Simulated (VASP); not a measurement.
Input of a VASP 6.6.1 run:

Contents of POSCAR:

```
NaCaI3
1.0
    6.0747887778      0.0000000000      0.0000000000
    0.0000000000      6.0747887778      0.0000000000
    0.0000000000      0.0000000000      6.0747887778
Na Ca I
1 1 3
Direct
    0.0000000000      0.0000000000      0.0000000000
    0.5000000000      0.5000000000      0.5000000000
    0.5000000000      0.5000000000      0.0000000000
    0.5000000000      0.0000000000      0.5000000000
    0.0000000000      0.5000000000      0.5000000000
```

INCAR.step1

```
  PREC = Accurate
  ENCUT = 520
  ISMEAR = -1
  SIGMA = 0.03
  LREAL = F
  LASPH = T
  NELM = 100
  NBANDS = 27
  GGA = PE
  ALGO = Normal
  EDIFF = 1E-4
  LWAVE = T
  LCHARG = F
```

Contents of INCAR.step2:

```
  PREC = Accurate
  ENCUT = 520
  EDIFF = 1E-7
  ISMEAR = -1
  SIGMA = 0.03
  LREAL = F
  LASPH = T
  NELM = 100
  ALGO = Normal
  ISIF = 2
  LWAVE = F
  LCHARG = F
  METAGGA = R2SCAN
  LMIXTAU = T
  LUSE_VDW = T
  IVDW_NL = 2
  BPARAM = 11.95
  CPARAM = 0.0093
  NBANDS = 27
  ISTART = 1
```

KPOINTS

```
regular mesh
0
Gamma
  4 4 4
```

Potentials or basis: VASP PAW PBE potentials, release 64 (Na_pv, Ca_sv, I).

Launch:

```console
$ cat potpaw_PBE.64/Na_pv/POTCAR potpaw_PBE.64/Ca_sv/POTCAR potpaw_PBE.64/I/POTCAR > POTCAR
$ cp INCAR.step1 INCAR
$ mpirun -np 1 vasp_std > vasp.out
$ cp INCAR.step2 INCAR
$ mpirun -np 1 vasp_std > vasp.out
```

(1) Estimate the pressure.

(2) What does it give for the band gap on the k mesh?

Results:

(1) 0.1 GPa.

(2) 2.93 eV (least direct gap 3.29 eV).

Caveat: the PAW data sets were made with another functional, which shifts forces and pressure a little; spin-orbit coupling is left out, which moves the levels of the heavy elements.
